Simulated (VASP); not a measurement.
Set up this calculation in VASP 6.6.1, as the native input.

```
Task                   : relaxation of cell and atoms
Functional             : PBE
Dispersion             : D3(BJ)
Potentials or basis    : VASP PAW PBE potentials, release 64 (Hg)
Cutoff                 : 600 eV
k mesh                 : 18 × 18 × 6
Occupations            : gaussian, width 0.1 eV
Spin                   : no spin polarisation
Target pressure        : 90 GPa
Dipole correction      : no
Further INCAR settings : ALGO = Fast; EDIFF = 1e-06; IBRION = 2; EDIFFG = -0.008; NSW = 70; ISIF = 3
```

The structure of Hg lies in POSCAR:

```
Hg
1.0
    2.7536309757      0.0000000000      0.0000000000
   -1.3768154878      2.3847143776      0.0000000000
    0.0000000000      0.0000000000      9.2279060247
Hg
4
Direct
    0.0000000000      0.0000000000      0.0000000000
    0.3333333333      0.6666666667      0.2500000000
    0.0000000000      0.0000000000      0.5000000000
    0.6666666667      0.3333333333      0.7500000000
```

One way to write it, as run:

INCAR

```
SYSTEM = Hg
PREC = Accurate
ENCUT = 600
EDIFF = 1E-6
ISMEAR = 0
SIGMA = 0.1
LREAL = .FALSE.
LASPH = .TRUE.
NELM = 80
ALGO = Fast
ISIF = 3
LWAVE = .FALSE.
LCHARG = .FALSE.
GGA = PE
IVDW = 12
IBRION = 2
NSW = 70
EDIFFG = -0.008
PSTRESS = 900.0
```

KPOINTS

```
Automatic mesh
0
G
  18 18 6
  0 0 0
```

Potentials or basis: VASP PAW PBE potentials, release 64 (Hg).

Run with:

```bash
$ cat potpaw_PBE.64/Hg/POTCAR > POTCAR
$ mpirun -np 1 vasp_std > vasp.out
```

Results of the run:

The relaxed volume is 14.88 Å³/atom, the relaxed cell is a = 2.745 Å, b = 2.745 Å, c = 9.124 Å, α = 90.00°, β = 90.00°, γ = 120.00° and the space group after relaxing (to 0.1 Å) is P6_3/mmc (No. 194). The energy change on relaxing (the run minimises the enthalpy) is +142.0 meV/atom. The ionic steps are 10. The pressure after relaxing is 90.0 GPa. The band gap on the k mesh is zero (bands 24 and 25 overlap by 2.01 eV). The dispersion energy per atom is -0.713 eV.

Caveat: the cell is relaxed towards a set pressure, so the run minimises the enthalpy, not the energy; spin-orbit coupling is left out, which moves the levels of the heavy elements.

Run time: 17 min on 1 thread of Intel(R) Xeon(R) Platinum 8488C (Sapphire Rapids), with other jobs on the host, peak memory 0.39 GiB.
